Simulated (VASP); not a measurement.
# CdS in VASP: notebook, part 2 of 2

VASP 6.6.1.

### Step 3. Relaxation of the atoms, RPBE+D4 (atoms moved at random)

INCAR reads:

```
SYSTEM = CdS
  ALGO = Normal
  EDIFF = 1E-7
  EDIFFG = -0.02
  ENCUT = 520
  GGA = RP
  IBRION = 2
  ISIF = 2
  ISMEAR = 1
  IVDW = 13
  LASPH = .True.
  LCHARG = .False.
  LREAL = .False.
  LWAVE = .False.
  NELM = 80
  NSW = 80
  PREC = Accurate
  SIGMA = 0.01
```

KPOINTS reads:

```
k-points
0
Gamma
  6 6 6
  0 0 0
```

POSCAR reads:

```
CdS
1.0
    0.0000000000      2.7532440000      2.7532440000
    2.7532440000      0.0000000000      2.7532440000
    2.7532440000      2.7532440000      0.0000000000
Cd S
1 1
Direct
   -0.0022720000     -0.0021200000      0.0120260000
    0.5011290000      0.4990080000      0.5038850000
```

Potentials or basis: VASP PAW PBE potentials, release 64 (Cd, S).

On the command line:

```console
$ cat potpaw_PBE.64/Cd/POTCAR potpaw_PBE.64/S/POTCAR > POTCAR
$ mpirun -np 1 vasp_std > vasp.out
```

OUTCAR:

```text
SYSTEM = CdS
   EDIFF = 1E-7
   EDIFFG = -0.02
   ENCUT = 520
   GGA = RP
   IBRION = 2
   ISIF = 2
   ISMEAR = 1
   IVDW = 13
   LASPH = .True.
   LREAL = .False.
   NELM = 80
   NSW = 80
   PREC = Accurate

 ion  position               nearest neighbor table
   1  0.998  0.998  0.012-   2 2.73   2 2.74   2 2.74   2 2.77   2 2.77   2 2.77
   2  0.501  0.499  0.504-   1 2.73   1 2.74   1 2.74   1 2.77   1 2.77   1 2.77

  LATTYP: Found a face centered cubic cell.
 ALAT       =     5.5064880000

  Lattice vectors:

 A1 = (   0.0000000000,   2.7532440000,   2.7532440000)
 A2 = (   2.7532440000,   0.0000000000,   2.7532440000)
 A3 = (   2.7532440000,   2.7532440000,   0.0000000000)

Analysis of symmetry for initial positions (statically):
=====================================================================
 Subroutine PRICEL returns:
 Original cell was already a primitive cell.

 Routine SETGRP: Setting up the symmetry group for a
 face centered cubic supercell.

[... 257 lines left out ...]

 E-fermi :   2.8261     XC(G=0): -10.1433

 val. band max:        2.8177983998   @ k =   0.0000   0.0000   0.5000
 cond. band min:       3.1874956223   @ k =   0.5000   0.5000   0.0000
 fundamental gap:      0.3696972225
 Fermi energy:         2.8260504100

 k-point     1 :       0.0000    0.0000    0.0000
  band No.  band energies     occupation
      1      -9.8167      2.00000
      2      -4.7610      2.00000
      3      -4.7610      2.00000
      4      -4.7610      2.00000
      5      -4.7590      2.00000
      6      -4.7589      2.00000
      7       2.1302      2.00000
      8       2.1302      2.00000
      9       2.1304      2.00000
     10       3.7887      0.00000
     11      12.0687      0.00000
     12      12.0694      0.00000
     13      12.0697      0.00000
[... 354 lines left out ...]
  band No.  band energies     occupation
      1      -9.1700      2.00000
      2      -4.9239      2.00000
      3      -4.8297      2.00000
      4      -4.8238      2.00000
      5      -4.6436      2.00000
      6      -4.6067      2.00000
      7      -0.5677      2.00000
      8       1.7816      2.00000
      9       1.9732      2.00000
     10       6.4381      0.00000
     11       8.7166      0.00000
     12      10.1021      0.00000
     13      11.1404      0.00000

 [... further k-points ...]

------------------------ aborting loop because EDIFF is reached ----------------------------------------

  DFT-D4 for vdW energy calculation

  Edisp (eV):   -1.53435
[... 25 lines left out ...]
  FREE ENERGIE OF THE ION-ELECTRON SYSTEM (eV)
  ---------------------------------------------------
  free  energy   TOTEN  =        -6.6890321599 eV

  energy  without entropy=       -6.6890536408  energy(sigma->0) =       -6.68903932

 reached required accuracy - stopping structural energy minimisation
```

OSZICAR:

```text
N       E                     dE             d eps       ncg     rms          rms(c)
DAV:   1     0.111732069659E+03    0.11173E+03   -0.95264E+03  2976   0.130E+03
DAV:   2    -0.113975196083E+01   -0.11287E+03   -0.10704E+03  3352   0.301E+02
DAV:   3    -0.570509932870E+01   -0.45653E+01   -0.45242E+01  3497   0.628E+01
DAV:   4    -0.573221103006E+01   -0.27112E-01   -0.27130E-01  3192   0.487E+00
[... 20 lines left out ...]
DAV:   2    -0.515468738278E+01   -0.26707E-03   -0.32403E-03  3282   0.490E-01    0.234E-02
DAV:   3    -0.515468389956E+01    0.34832E-05   -0.24146E-05  3172   0.464E-02    0.151E-02
DAV:   4    -0.515468319828E+01    0.70128E-06   -0.13161E-05  3313   0.232E-02    0.548E-03
DAV:   5    -0.515468330319E+01   -0.10491E-06   -0.22232E-06  2957   0.906E-03    0.449E-03
DAV:   6    -0.515468337099E+01   -0.67798E-07   -0.25467E-07  2910   0.379E-03
   3 F= -.66890322E+01 E0= -.66890393E+01  d E =-.416827E-03
```

CONTCAR:

```text
CdS
   1.00000000000000
     0.0000000000000000    2.7532440000000000    2.7532440000000000
     2.7532440000000000    0.0000000000000000    2.7532440000000000
     2.7532440000000000    2.7532440000000000    0.0000000000000000
  Cd              S
     1     1
Direct
     0.9987034820953727    0.9982019946118553    0.0097021310784692
     0.5001535179046283    0.4986860053881502    0.5062088689215264

  0.00000000E+00  0.00000000E+00  0.00000000E+00
  0.00000000E+00  0.00000000E+00  0.00000000E+00
```

It took 3.7 min on 1 thread of Intel Xeon 8259CL, shared host; peak memory 0.22 GiB.

Results:

```yaml
Free_energy: -6.6890 eV
Energy_gained_by_relaxing: 0.2 meV/atom
Ionic_steps: 3
Pressure_after_relaxing: -3.6 GPa
Largest_force_after_relaxing: 0.017 eV/Å
Band_gap_on_the_k_mesh: 0.37 eV (least direct gap 1.66 eV)
Dispersion_energy_per_atom: -0.767 eV
```

Forces in eV/Å, atoms in the order of the input:
```
Cd  -0.012 -0.008  0.008
S    0.012  0.008 -0.008
```

The path:
```
step  energy change (eV)  largest force (eV/Å)  pressure (GPa)
   1              0.0000                0.0391           -3.54
   2             -0.0001                0.0334           -3.54
   3             -0.0004                0.0169           -3.55
```

Final structure:
```xyz
2
Lattice="0.0000 2.7532 2.7532 2.7532 0.0000 2.7532 2.7532 2.7532 0.0000" Properties=species:S:1:pos:R:3 pbc="T T T"
Cd    2.7750    2.7764    5.4980
S     2.7667    2.7708    2.7500
```

Caveat: the cell differs from its parent crystal (atoms moved at random); semilocal functionals underestimate gaps, and a narrow one can read as zero; the PAW data sets were made with another functional, which shifts forces and pressure a little.

### Step 4. Relaxation of cell and atoms, PBEsol-based screened hybrid with 25 % exact exchange

This run uses another cell than the first one, of 20.87 Å³/atom.

POSCAR reads:

```
CdS
1.0
    0.0000000000      2.7532440000      2.7532440000
    2.7532440000      0.0000000000      2.7532440000
    2.7532440000      2.7532440000      0.0000000000
Cd S
1 1
Direct
    0.0000000000      0.0000000000      0.0000000000
    0.5000000000      0.5000000000      0.5000000000
```

INCAR.step1 reads:

```
SYSTEM = CdS
PREC = Accurate ; ENCUT = 600
EDIFF = 1E-5 ; ISMEAR = -1
SIGMA = 0.05 ; LREAL = .FALSE.
LASPH = .TRUE. ; NELM = 100
ALGO = Normal ; LWAVE = .TRUE.
LCHARG = .FALSE. ; GGA = PE
NBANDS = 16
```

INCAR.step2 reads:

```
SYSTEM = CdS
PREC = Accurate ; ENCUT = 600
EDIFF = 1E-7 ; ISMEAR = -1
SIGMA = 0.05 ; LREAL = .FALSE.
LASPH = .TRUE. ; NELM = 100
ALGO = Normal ; ISIF = 3
LWAVE = .FALSE. ; LCHARG = .FALSE.
GGA = PS ; LHFCALC = .TRUE.
AEXX = 0.25 ; HFSCREEN = 0.207
PRECFOCK = Normal ; IBRION = 2
NSW = 60 ; EDIFFG = -0.01
ISTART = 1
```

KPOINTS reads:

```
Automatic mesh
0
G
  4 4 4
  0 0 0
```

Potentials or basis: VASP PAW PBE potentials, release 64 (Cd, S).

On the command line:

```console
$ cat potpaw_PBE.64/Cd/POTCAR potpaw_PBE.64/S/POTCAR > POTCAR
$ cp INCAR.step1 INCAR
$ mpirun -np 1 vasp_std > vasp.out
$ cp INCAR.step2 INCAR
$ mpirun -np 1 vasp_std > vasp.out
```

OUTCAR:

```text
SYSTEM = CdS
   PREC = Accurate
   ENCUT = 600
   EDIFF = 1E-7
   ISMEAR = -1
   LREAL = .FALSE.
   LASPH = .TRUE.
   NELM = 100
   ISIF = 3
   GGA = PS
   LHFCALC = .TRUE.
   AEXX = 0.25
   HFSCREEN = 0.207
   PRECFOCK = Normal
   IBRION = 2
   NSW = 60
   EDIFFG = -0.01
   ISTART = 1

 ion  position               nearest neighbor table
   1  0.000  0.000  0.000-   2 2.75   2 2.75   2 2.75   2 2.75   2 2.75   2 2.75
   2  0.500  0.500  0.500-   1 2.75   1 2.75   1 2.75   1 2.75   1 2.75   1 2.75

  LATTYP: Found a face centered cubic cell.
 ALAT       =     5.5064880000

  Lattice vectors:

 A1 = (   0.0000000000,   2.7532440000,   2.7532440000)
 A2 = (   2.7532440000,   0.0000000000,   2.7532440000)
 A3 = (   2.7532440000,   2.7532440000,   0.0000000000)

Analysis of symmetry for initial positions (statically):
=====================================================================
 Subroutine PRICEL returns:
 Original cell was already a primitive cell.

 Routine SETGRP: Setting up the symmetry group for a
 face centered cubic supercell.

 Subroutine GETGRP returns: Found 48 space group operations
 (whereof 48 operations were pure point group operations)
 out of a pool of 48 trial point group operations.

The static configuration has the point symmetry O_h .

Analysis of symmetry for dynamics (positions and initial velocities):
=====================================================================
 Subroutine PRICEL returns:
 Original cell was already a primitive cell.

 Routine SETGRP: Setting up the symmetry group for a
 face centered cubic supercell.

 Subroutine GETGRP returns: Found 48 space group operations
 (whereof 48 operations were pure point group operations)
[... 99 lines left out ...]
   EFERMI =   0.00;   METHOD = LEGACY
   ISMEAR =    -1;   SIGMA  =   0.05  broadening in eV -4-tet -1-fermi 0-gaus
   EFERMI_NEDOS =   21; number of points for ismear=-14 and -15
   IALGO  =     38    algorithm
   IMIX   =      1    mixing-type and parameters
     AMIX     =   0.40;   BMIX     =  1.00
     AMIX_MAG =   1.60;   BMIX_MAG =  1.00
  volume/ion in A,a.u.               =      20.87       140.84
  Fermi-wavevector in a.u.,A,eV,Ry     =   1.236833  2.337275 20.813583  1.529755
  Thomas-Fermi vector in A             =   2.371425
   LORBIT       =      0    0 simple, 1 ext, 2 COOP (PROOUT), +10 PAW based schemes
   GGA     = PS    functional components
   LHFCALC =     T    Hartree Fock is set to
   PRECFOCK=normal    Normal, Fast or Accurate (Low or Medium for compatibility)
   ENCUT4O =  -1.0   cutoff for four orbital integrals eV
   NKREDX  =     1    reduce k-point grid by
   NKREDY  =     1    reduce k-point grid by
   NKREDZ  =     1    reduce k-point grid by
   AEXX    =    0.2500 exact exchange contribution
   HFSCREEN=    0.2070 screening length (either q_TF or 0.3 A-1)
   HFSCREENC=   0.2070 screening length for correlation (either q_TF or 0.3 A-1)
   ENCUTFOCK=  -1.0 apply spherical cutoff to Coloumb kernel
   IVDW    =     0    specifies the selected vdW correction
   LEPSILON=     F    determine dielectric tensor
   LRPA    =     F    only Hartree local field effects (RPA)
 conjugate gradient relaxation of ions
 non-spin polarized calculation
  energy-cutoff  :      600.00
  volume of cell :       41.74
 maximum number of plane-waves:      1411
  NGX = 24; NGY = 24; NGZ = 24

--------------------------------------- Ionic step        1  -------------------------------------------

 number of electron      17.9999999 magnetization

 Free energy of the ion-electron system (eV)
  ---------------------------------------------------
  ext. energy  EPLUGINS =         0.00000000
  ---------------------------------------------------
  free energy    TOTEN  =        -7.78313911 eV

  energy without entropy =       -7.78313501  energy(sigma->0) =       -7.78313706

------------------------ aborting loop because EDIFF is reached ----------------------------------------

  FORCE on cell =-STRESS in cart. coord.  units (eV):
  Direction    XX          YY          ZZ          XY          YZ          ZX
  --------------------------------------------------------------------------------------
  -------------------------------------------------------------------------------------
  Total       -1.1087183     -1.1087183     -1.1087183     -0.0000000      0.0000000     -0.0000000
  in kB      -42.5566758    -42.5566758    -42.5566758     -0.0000000      0.0000000     -0.0000000
  external PRESSURE =     -42.5566758 kB  Pullay stress =       0.0000000 kB
[... 59 lines left out ...]
--------------------------------------- Ionic step        3  -------------------------------------------

 number of electron      18.0000000 magnetization

 Free energy of the ion-electron system (eV)
  ---------------------------------------------------
  ext. energy  EPLUGINS =         0.00000000
  ---------------------------------------------------
  free energy    TOTEN  =        -7.81364661 eV

  energy without entropy =       -7.81364290  energy(sigma->0) =       -7.81364476

 E-fermi :   3.1418     XC(G=0):  -8.8541

 val. band max:        2.5743274162   @ k =   0.5000   0.0000   0.0000
 cond. band min:       3.6574455132   @ k =   0.5000   0.5000   0.0000
 fundamental gap:      1.0831180970
 Fermi energy:         3.1418213644

 k-point     1 :       0.0000    0.0000    0.0000
  band No.  band energies     occupation
      1     -11.7462      2.00000
      2      -6.3738      2.00000
      3      -6.3738      2.00000
      4      -6.3442      2.00000
      5      -6.3442      2.00000
      6      -6.3442      2.00000
      7       1.7477      2.00000
      8       1.7477      2.00000
      9       1.7477      2.00000
     10       4.5715      0.00000
     11      12.9001      0.00000
     12      12.9001      0.00000
     13      12.9001      0.00000
[... 139 lines left out ...]
  FREE ENERGIE OF THE ION-ELECTRON SYSTEM (eV)
  ---------------------------------------------------
  free  energy   TOTEN  =        -7.8136466125 eV

  energy  without entropy=       -7.8136429003  energy(sigma->0) =       -7.81364476

 reached required accuracy - stopping structural energy minimisation
```

OUTCAR.step1:

```text
SYSTEM = CdS
   PREC = Accurate
   ENCUT = 600
   EDIFF = 1E-5
   ISMEAR = -1
   LREAL = .FALSE.
[... 353 lines left out ...]
      0.00000      0.00000      0.00000        -0.000000      0.000000      0.000000
      2.75324      2.75324      2.75324         0.000000     -0.000000     -0.000000
 -----------------------------------------------------------------------------------
    total drift:                                0.000000     -0.000000     -0.000000

  FREE ENERGIE OF THE ION-ELECTRON SYSTEM (eV)
  ---------------------------------------------------
  free  energy   TOTEN  =        -5.8011072471 eV

  energy  without entropy=       -5.7958393615  energy(sigma->0) =       -5.79847330
```

OSZICAR.step1:

```text
N       E                     dE             d eps       ncg     rms          rms(c)
DAV:   1     0.112149730300E+03    0.11215E+03   -0.10066E+04   272   0.118E+03
DAV:   2    -0.208858580557E+01   -0.11424E+03   -0.10847E+03   312   0.269E+02
DAV:   3    -0.639791945321E+01   -0.43093E+01   -0.43033E+01   296   0.519E+01
DAV:   4    -0.641966713684E+01   -0.21748E-01   -0.21746E-01   304   0.372E+00
DAV:   5    -0.641987609157E+01   -0.20895E-03   -0.20895E-03   304   0.346E-01    0.711E+00
DAV:   6    -0.582990311893E+01    0.58997E+00   -0.87778E-01   320   0.115E+01    0.608E+00
DAV:   7    -0.580202660560E+01    0.27877E-01   -0.18268E-01   288   0.306E+00    0.316E+00
DAV:   8    -0.580155811158E+01    0.46849E-03   -0.21721E-02   288   0.183E+00    0.344E-01
DAV:   9    -0.580107733863E+01    0.48077E-03   -0.31547E-03   320   0.742E-01    0.730E-02
DAV:  10    -0.580107882126E+01   -0.14826E-05   -0.40908E-04   304   0.207E-01    0.523E-02
DAV:  11    -0.580110857306E+01   -0.29752E-04   -0.52292E-05   288   0.609E-02    0.413E-02
DAV:  12    -0.580110724715E+01    0.13259E-05   -0.24420E-05   272   0.327E-02
   1 F= -.58011072E+01 E0= -.57984733E+01  d E =-.526789E-02
```

It took 31 min on 1 thread of Oxide Virtual Turin-like, shared host; peak memory 0.26 GiB.

What came out:

- Free energy: -7.8136 eV
- Relaxed volume: 19.78 Å³/atom
- Relaxed cell: a = 3.824 Å, b = 3.824 Å, c = 3.824 Å, α = 60.00°, β = 60.00°, γ = 60.00°
- Space group after relaxing (to 0.1 Å): Fm-3m (No. 225)
- Energy gained by relaxing: 15.3 meV/atom
- Ionic steps: 3
- Pressure after relaxing: 0.0 GPa
- Band gap on the k mesh: 1.08 eV (least direct gap 2.82 eV)

Step by step:
| step | energy change (eV) | largest force (eV/Å) | pressure (GPa) | volume (Å³) |
| --- | --- | --- | --- | --- |
| 1 | 0.0000 | 0.0000 | -4.26 | 41.74 |
| 2 | -0.0220 | 0.0000 | 2.62 | 38.48 |
| 3 | -0.0305 | 0.0000 | -0.01 | 39.56 |

Final structure:
```
Cd S
1.0
     0.00000    2.70433    2.70433
     2.70433    0.00000    2.70433
     2.70433    2.70433    0.00000
Cd S
1 1
Cartesian
  0.0000 0.0000 0.0000
  2.7043 2.7043 2.7043
```

Caveat: the k points lie up to 0.50 Å⁻¹ apart in the final cell; the PAW data sets were made with another functional, which shifts forces and pressure a little.

### Step 5. Overview

| task | level | potentials or basis | cell | k mesh | cutoff (eV) | smearing | grid for exact exchange (PRECFOCK) | share of exact exchange | screening parameter | gap on the mesh (eV) | pressure (GPa) |
| --- | --- | --- | --- | --- | --- | --- | --- | --- | --- | --- | --- |
| single point | BLYP | VASP PAW PBE potentials, release 64 (Cd_sv_GW, S) | a = 3.970 Å, angles 60.0°, 2 atoms, atomic positions A | 8 × 8 × 8 | 630 | fermi-dirac 0.05 eV | - | - | - | 0.17 | -0.1 |
| relaxation of the atoms | RPBE+D4 | VASP PAW PBE potentials, release 64 (Cd, S) | atoms relaxed from a = 3.894 Å, angles 60.0°, 2 atoms, atomic positions B | 6 × 6 × 6 | 520 | methfessel-paxton 0.01 eV | - | - | - | 0.37 | -3.6 |
| relaxation of cell and atoms | PBEsol-based screened hybrid with 25 % exact exchange | VASP PAW PBE potentials, release 64 (Cd, S) | relaxed from a = 3.894 Å, angles 60.0°, 2 atoms, atomic positions A | 4 × 4 × 4 | 600 | fermi-dirac 0.05 eV | Normal | 0.25 | 0.207 1/Å | 1.08 | 0.0 |

Alike in all rows: no spin polarisation.

Caveats: some runs use coarse meshes; the PAW data sets were made with another functional, which shifts forces and pressure a little; semilocal functionals underestimate gaps, and a narrow one can read as zero (at least some runs).

Absolute energies hang on the potentials; compare differences alone.
